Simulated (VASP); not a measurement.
Crystal: CdS.

```xyz
2
Lattice="4.1742 0.0000 0.0000 -2.0871 3.6149 0.0000 0.0000 0.0000 5.6857" Properties=species:S:1:pos:R:3 pbc="T T T"
Cd    0.0000    0.0000    2.5170
S     2.0871    1.2050    2.4693
```

Base run:

| Property | Result |
| --- | --- |
| Program | VASP 6.6.1 |
| Functional | PBEsol |
| Potentials or basis | VASP PAW PBE potentials, release 64 (Cd, S) |
| Cutoff | 520 eV |
| k mesh | 7 × 7 × 5 |
| Occupations | fermi-dirac, width 0.05 eV |
| Spin | no spin polarisation |

Its results: band gap on the k mesh 1.53 eV; pressure 0.5 GPa.

**Question.** The run is repeated on the same cell with these changes: functional from PBEsol to LDA; potentials or basis from VASP PAW PBE potentials, release 64 (Cd, S) to VASP PAW LDA potentials, release 64 (Cd, S). What comes out?

**Answer.** Band gap on the k mesh 1.39 eV; pressure -0.5 GPa.

Caveats: an odd mesh through Γ misses points on the zone boundary, where band edges can lie; the PAW data sets were made with another functional, which shifts forces and pressure a little (at least some runs).
